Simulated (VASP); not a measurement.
# TiC (P-6m2) in VASP: relaxation of cell and atoms with PBEsol+U

Aim: the relaxation of cell and atoms of TiC with PBEsol+U.

Everything below comes from runs of VASP 6.6.1. Logs are shortened: lines on timing, memory, paths and dates and some standing lists are left out, and cuts for length are marked.

## Step 1: The cell of the first run

Symmetry: P-6m2, No. 187, hexagonal system. The conventional cell has a = 3.042 Å, b = 3.042 Å, c = 2.698 Å, α = 90.00°, β = 90.00°, γ = 120.00°. Within 2.9 Å of Ti (site symmetry -6m2) lie 6 C at 2.21 Å and 2 Ti at 2.70 Å. Within 2.9 Å of C (site symmetry -6m2) lie 6 Ti at 2.21 Å and 2 C at 2.70 Å.

## Step 2: Relaxation of cell and atoms, PBEsol+U

File INCAR:

```
SYSTEM = TiC
PREC = Accurate
ENCUT = 600
EDIFF = 1E-6
ISMEAR = -1
SIGMA = 0.05
LREAL = .False.
LASPH = .True.
NELM = 150
ALGO = Normal
ISIF = 3
LWAVE = .False.
LCHARG = .False.
LMAXMIX = 4
LDAU = .True.
LDAUTYPE = 2
LDAUL = 2 -1
LDAUU = 6 0
LDAUJ = 0 0
LDAUPRINT = 1
GGA = PS
IBRION = 2
NSW = 60
EDIFFG = -0.01
```

File KPOINTS:

```
Automatic mesh
0
Gamma
  10 10 10
  0 0 0
```

File POSCAR:

```
TiC
1.0
    3.0420900000      0.0000000000      0.0000000000
   -1.5210400000      2.6345200000      0.0000000000
    0.0000000000      0.0000000000      2.6979700000
Ti C
1 1
Direct
    0.0000000000      0.0000000000      0.5000000000
    0.3333300000      0.6666700000      0.0000000000
```

Potentials or basis: VASP PAW PBE potentials, release 64 (Ti_sv, C).

On the command line:

```sh
cat potpaw_PBE.64/Ti_sv/POTCAR potpaw_PBE.64/C/POTCAR > POTCAR
mpirun -np 1 vasp_std > vasp.out
```

OUTCAR:

```text
SYSTEM = TiC
   PREC = Accurate
   ENCUT = 600
   EDIFF = 1E-6
   ISMEAR = -1
   LREAL = .False.
   LASPH = .True.
   NELM = 150
   ISIF = 3
   GGA = PS
   IBRION = 2
   NSW = 60
   EDIFFG = -0.01

 ion  position               nearest neighbor table
   1  0.000  0.000  0.500-   2 2.21   2 2.21   2 2.21   2 2.21   2 2.21   2 2.21
   2  0.333  0.667  0.000-   1 2.21   1 2.21   1 2.21   1 2.21   1 2.21   1 2.21

  LATTYP: Found a hexagonal cell.
 ALAT       =     3.0420900000
 C/A-ratio  =     0.8868804013

  Lattice vectors:

 A1 = (   3.0420900000,   0.0000000000,   0.0000000000)
 A2 = (  -1.5210400000,   2.6345200000,   0.0000000000)
 A3 = (   0.0000000000,   0.0000000000,   2.6979700000)

Analysis of symmetry for initial positions (statically):
=====================================================================
 Subroutine PRICEL returns:
 Original cell was already a primitive cell.

 Routine SETGRP: Setting up the symmetry group for a
 hexagonal supercell.

 Subroutine GETGRP returns: Found  4 space group operations
 (whereof  4 operations were pure point group operations)
 out of a pool of 24 trial point group operations.

The static configuration has the point symmetry C_2v.

Analysis of symmetry for dynamics (positions and initial velocities):
=====================================================================
 Subroutine PRICEL returns:
 Original cell was already a primitive cell.

 Routine SETGRP: Setting up the symmetry group for a
 hexagonal supercell.

 Subroutine GETGRP returns: Found  4 space group operations
 (whereof  4 operations were pure point group operations)
 out of a pool of 24 trial point group operations.

The dynamic configuration has the point symmetry C_2v.

 Subroutine INISYM returns: Found  4 space group operations
 (whereof  4 operations are pure point group operations),
 and found     1 'primitive' translations

----------------------------------------------------------------------------------------

                                     Primitive cell
[... 151 lines left out ...]
  Total        1.1464087      1.1462908      1.6792832     -0.0000945      0.0000000      0.0000000
  in kB       84.9453071     84.9365724    124.4296442     -0.0070000      0.0000000      0.0000000
  external PRESSURE =      98.1038413 kB  Pullay stress =       0.0000000 kB
[... 125 lines left out ...]
  FREE ENERGIE OF THE ION-ELECTRON SYSTEM (eV)
  ---------------------------------------------------
  free  energy   TOTEN  =       -13.9194284479 eV

  energy  without entropy=      -13.9162630582  energy(sigma->0) =      -13.91784575

atom =   1  type =  1  l = 2

 onsite density matrix

spin component  1

  0.1184  0.0000 -0.0000  0.0000  0.0000
  0.0000  0.2317  0.0000 -0.0000  0.0000
 -0.0000  0.0000  0.1536  0.0000 -0.0000
  0.0000 -0.0000  0.0000  0.2317  0.0000
  0.0000  0.0000 -0.0000  0.0000  0.1184

spin component  2

  0.1184  0.0000 -0.0000  0.0000  0.0000
  0.0000  0.2317  0.0000 -0.0000  0.0000
 -0.0000  0.0000  0.1536  0.0000 -0.0000
  0.0000 -0.0000  0.0000  0.2317  0.0000
  0.0000  0.0000 -0.0000  0.0000  0.1184

 occupancies and eigenvectors

  o =  0.1184  v =  0.8660 -0.0000  0.0000 -0.0000 -0.5000  0.0000  0.0000  0.0000  0.0000  0.0000      0.0000  0.0000  0.0000  0.0000  0.0000  0.0000  0.0000  0.0000  0.0000  0.0000
  o =  0.1184  v =  0.0000  0.0000  0.0000  0.0000  0.0000  0.8660 -0.0000  0.0000 -0.0000 -0.5000      0.0000  0.0000  0.0000  0.0000  0.0000  0.0000  0.0000  0.0000  0.0000  0.0000
  o =  0.1184  v =  0.5000  0.0000  0.0000  0.0000  0.8660  0.0000  0.0000  0.0000  0.0000  0.0000      0.0000  0.0000  0.0000  0.0000  0.0000  0.0000  0.0000  0.0000  0.0000  0.0000
  o =  0.1184  v =  0.0000  0.0000  0.0000  0.0000  0.0000  0.5000  0.0000  0.0000  0.0000  0.8660      0.0000  0.0000  0.0000  0.0000  0.0000  0.0000  0.0000  0.0000  0.0000  0.0000
  o =  0.1536  v =  0.0000 -0.0000 -1.0000 -0.0000  0.0000  0.0000  0.0000  0.0000  0.0000  0.0000      0.0000  0.0000  0.0000  0.0000  0.0000  0.0000  0.0000  0.0000  0.0000  0.0000
  o =  0.1536  v =  0.0000  0.0000  0.0000  0.0000  0.0000  0.0000 -0.0000 -1.0000 -0.0000  0.0000      0.0000  0.0000  0.0000  0.0000  0.0000  0.0000  0.0000  0.0000  0.0000  0.0000
  o =  0.2317  v =  0.0000 -0.9536  0.0000 -0.3012  0.0000  0.0000  0.0000  0.0000  0.0000  0.0000      0.0000  0.0000  0.0000  0.0000  0.0000  0.0000  0.0000  0.0000  0.0000  0.0000
  o =  0.2317  v =  0.0000  0.0000  0.0000  0.0000  0.0000  0.0000 -0.9536  0.0000 -0.3012  0.0000      0.0000  0.0000  0.0000  0.0000  0.0000  0.0000  0.0000  0.0000  0.0000  0.0000
  o =  0.2317  v =  0.0000  0.0000  0.0000  0.0000  0.0000  0.0000  0.3012 -0.0000 -0.9536 -0.0000      0.0000  0.0000  0.0000  0.0000  0.0000  0.0000  0.0000  0.0000  0.0000  0.0000
  o =  0.2317  v =  0.0000  0.3012 -0.0000 -0.9536 -0.0000  0.0000  0.0000  0.0000  0.0000  0.0000      0.0000  0.0000  0.0000  0.0000  0.0000  0.0000  0.0000  0.0000  0.0000  0.0000

--------------------------------------- Ionic step        5  -------------------------------------------

 number of electron      16.0000000 magnetization

 Free energy of the ion-electron system (eV)
  ---------------------------------------------------
  ext. energy  EPLUGINS =         0.00000000
  ---------------------------------------------------
  free energy    TOTEN  =       -13.91945567 eV

  energy without entropy =      -13.91632233  energy(sigma->0) =      -13.91788900

 E-fermi :   8.7393     XC(G=0): -12.2908

 val. band max:        8.7361777088   @ k =   0.2000   0.1000   0.0000
 cond. band min:       8.7776789618   @ k =   0.5000   0.0000   0.0000
 fundamental gap:      0.0415012530
 Fermi energy:         8.7392605405

 k-point     1 :       0.0000    0.0000    0.0000
  band No.  band energies     occupation
      1     -49.3660      2.00000
      2     -25.5958      2.00000
      3     -25.5957      2.00000
      4     -25.1304      2.00000
      5      -3.4574      2.00000
      6       7.4969      2.00000
      7       7.4970      2.00000
      8       8.1635      1.99998
      9      10.6416      0.00000
     10      11.9454      0.00000
     11      11.9454      0.00000
     12      14.3328      0.00000
[... 331 lines left out ...]
 k-point    24 :      -0.2000    0.4000    0.0000
  band No.  band energies     occupation
      1     -49.3310      2.00000
      2     -25.8310      2.00000
      3     -25.6872      2.00000
      4     -25.0992      2.00000
      5      -1.6638      2.00000
      6       4.7552      2.00000
      7       7.2938      2.00000
      8       8.7035      1.34307
      9       9.2955      0.00003
     10      11.5077      0.00000
     11      12.3596      0.00000
     12      13.0473      0.00000

 [... further k-points ...]
[... 5 lines left out ...]
  --------------------------------------------------------------------------------------
  -------------------------------------------------------------------------------------
  Total        0.0020673      0.0020789      0.0144551      0.0000101      0.0000000      0.0000000
  in kB        0.1471604      0.1479890      1.0290047      0.0007186      0.0000000      0.0000000
  external PRESSURE =       0.4413847 kB  Pullay stress =       0.0000000 kB
[... 17 lines left out ...]
  FREE ENERGIE OF THE ION-ELECTRON SYSTEM (eV)
  ---------------------------------------------------
  free  energy   TOTEN  =       -13.9194556701 eV

  energy  without entropy=      -13.9163223317  energy(sigma->0) =      -13.91788900

 reached required accuracy - stopping structural energy minimisation
```

OSZICAR:

```text
N       E                     dE             d eps       ncg     rms          rms(c)
DAV:   1     0.135951304250E+03    0.13595E+03   -0.95093E+03  4468   0.176E+03
DAV:   2    -0.612887937430E+01   -0.14208E+03   -0.13498E+03  4564   0.407E+02
[... 46 lines left out ...]
   4 F= -.13919428E+02 E0= -.13917846E+02  d E =-.273386E-01
       N       E                     dE             d eps       ncg     rms          rms(c)
DAV:   1    -0.139195551426E+02   -0.12735E-03   -0.45228E-03  4696   0.120E+00    0.732E-02
DAV:   2    -0.139194848817E+02    0.70261E-04   -0.27255E-04  4880   0.219E-01    0.373E-02
DAV:   3    -0.139194614664E+02    0.23415E-04   -0.50113E-05  6384   0.773E-02    0.199E-02
DAV:   4    -0.139194549795E+02    0.64868E-05   -0.19633E-05  6552   0.560E-02    0.641E-03
DAV:   5    -0.139194556701E+02   -0.69059E-06   -0.25776E-06  4584   0.252E-02
   5 F= -.13919456E+02 E0= -.13917889E+02  d E =-.272222E-04
```

CONTCAR:

```text
TiC
   1.00000000000000
     3.0761870323413860   -0.0000023390611056    0.0000000000000000
    -1.5380904858093993    2.6640474194847097    0.0000000000000000
     0.0000000000000000    0.0000000000000000    2.7463796661411664
  Ti              C
     1     1
Direct
     0.9999990352009265    0.0000009647988754    0.5000000000000000
     0.3333309647990700    0.6666690352011281    0.0000000000000000

  0.00000000E+00  0.00000000E+00  0.00000000E+00
  0.00000000E+00  0.00000000E+00  0.00000000E+00
```

Run time: 57 s. Hardware: 1 thread of Intel Xeon 6975P-C (Granite Rapids), shared host; peak memory 0.2 GiB.

What came out:

```yaml
Free_energy: -13.9195 eV
Relaxed_volume: 11.25 Å³/atom
Relaxed_cell: a = 3.076 Å, b = 3.076 Å, c = 2.746 Å, α = 90.00°, β = 90.00°, γ = 120.00°
Space_group_after_relaxing_to_0.05_Å: P-6m2 (No. 187)
Energy_gained_by_relaxing: 13.7 meV/atom
Ionic_steps: 5
Pressure_after_relaxing: 0.0 GPa
Band_gap_on_the_k_mesh: zero (band 8 reaches 8.74 eV, above the bottom of band 9 at 8.63 eV)
```

Stress tensor (GPa, compression positive):
```
0.01 0.00 0.00
0.00 0.01 0.00
0.00 0.00 0.10
```

The path:
| step | energy change (eV) | largest force (eV/Å) | pressure (GPa) | volume (Å³) |
| --- | --- | --- | --- | --- |
| 1 | 0.0000 | 0.0001 | 9.81 | 21.62 |
| 2 | 0.0169 | 0.0000 | -10.58 | 23.76 |
| 3 | -0.0273 | 0.0001 | -0.14 | 22.53 |
| 4 | -0.0273 | 0.0001 | 0.03 | 22.51 |
| 5 | -0.0274 | 0.0000 | 0.04 | 22.51 |

Final structure:
```cif
data_structure
_symmetry_space_group_name_H-M 'P 1'
_symmetry_Int_Tables_number 1
_cell_length_a 3.0762
_cell_length_b 3.0762
_cell_length_c 2.7464
_cell_angle_alpha 90.000
_cell_angle_beta 90.000
_cell_angle_gamma 120.000
_cell_volume 22.51
loop_
_atom_site_label
_atom_site_type_symbol
_atom_site_fract_x
_atom_site_fract_y
_atom_site_fract_z
_atom_site_occupancy
Ti1 Ti 0.00000 0.00000 0.50000 1
C1 C 0.33333 0.66667 0.00000 1
```

Eigenvalues of the final occupation matrices:
| site | spin | trace | eigenvalues |
| --- | --- | --- | --- |
| site 1 d | 1 | 0.85 | 0.12 0.12 0.15 0.23 0.23 |
| site 1 d | 2 | 0.85 | 0.12 0.12 0.15 0.23 0.23 |

Caveat: the PAW data sets were made with another functional, which shifts forces and pressure a little; U without spin polarisation on a metal has little footing; the U is typed as a test and isn't derived for this compound.
